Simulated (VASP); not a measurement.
BN, 8 atoms in the cell. The structure is hexagonal, space group P6_3/mmc (No. 194). Conventional cell: a = 2.504 Å, b = 2.504 Å, c = 7.034 Å, α = 90.00°, β = 90.00°, γ = 120.00°. Within 1.9 Å of B (site symmetry -6m2) lie 3 N at 1.45 Å. N (site symmetry -6m2) has 3 B at 1.45 Å within 1.9 Å. 

| Item | Value |
| --- | --- |
| Program | VASP 6.6.1 |
| Task | single point |
| Functional | PBEsol |
| Potentials or basis | VASP PAW PBE potentials, release 64 (B, N) |
| Cutoff | 600 eV |
| k mesh | 10 × 6 × 4 |
| Occupations | gaussian, width 0.05 eV |
| Spin | no spin polarisation |
| Dipole correction | no |
| Further INCAR settings | ALGO = Normal; EDIFF = 1e-06; NBANDS = 26 |

Potentials or basis: VASP PAW PBE potentials, release 64 (B, N).

Command:

```console
$ cat potpaw_PBE.64/B/POTCAR potpaw_PBE.64/N/POTCAR > POTCAR
$ mpirun -np 1 vasp_std > vasp.out
```

Hardware: 1 thread of Intel(R) Xeon(R) 6975P-C (Granite Rapids) (shared host).

**Question.** Estimate the wall time of this run.

**Answer.** Run time: 70 s on 1 thread of Intel(R) Xeon(R) 6975P-C (Granite Rapids), on a shared host, peak memory 0.26 GiB. Counts: scf iterations 13, k points 72.
